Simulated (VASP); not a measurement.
Set up this calculation in VASP 6.6.1, as the native input.

```yaml
Task: single point
Functional: PBE
Potentials_or_basis: VASP PAW PBE potentials, release 64 (Zr_sv, Pd, Se)
Cutoff: 520 eV
k_mesh: 6 × 6 × 2
Occupations: gaussian, width 0.1 eV
Spin: no spin polarisation
Dipole_correction: no
Further_INCAR_settings: ALGO = Normal; EDIFF = 1e-06; NBANDS = 33
```

The structure of Zr2Pd2Se lies in POSCAR:

```
Zr2Pd2Se
1.0
    4.4924725910      0.0000000000      0.0000000000
   -2.2462362955      3.8905953896      0.0000000000
    0.0000000000      0.0000000000      7.8343790972
Zr Pd Se
2 2 1
Direct
    0.0000000000      0.0000000000      0.3229834365
    0.0000000000      0.0000000000      0.6770165635
    0.3333333333      0.6666666667      0.5000000000
    0.6666666667      0.3333333333      0.5000000000
    0.0000000000      0.0000000000      0.0000000000
```

The cell was built from a structure type or drawn by symmetry, and may not be a known phase.

These files were run (other wordings do the same):

INCAR

```
  ALGO = Normal
  EDIFF = 1E-6
  ENCUT = 520
  GGA = PE
  ISIF = 2
  ISMEAR = 0
  LASPH = T
  LCHARG = F
  LREAL = F
  LWAVE = F
  NBANDS = 33
  NELM = 100
  PREC = Accurate
  SIGMA = 0.1
```

KPOINTS

```
k-points
0
Gamma
  6 6 2
```

Potentials or basis: VASP PAW PBE potentials, release 64 (Zr_sv, Pd, Se).

The run is started by

```sh
$ cat potpaw_PBE.64/Zr_sv/POTCAR potpaw_PBE.64/Pd/POTCAR potpaw_PBE.64/Se/POTCAR > POTCAR
$ mpirun -np 1 vasp_std > vasp.out
```

Results of the run:

```json
{
 "Pressure": "-0.1 GPa",
 "Largest force": "0.007 eV/Å",
 "Band gap on the k mesh": "zero (bands 25 and 26 overlap by 0.16 eV)"
}
```

Caveat: the k points lie up to 0.40 Å⁻¹ apart.

Run time: 50 s on 1 thread of Intel(R) Xeon(R) Platinum 8488C (Sapphire Rapids) (shared host), peak memory 0.29 GiB.
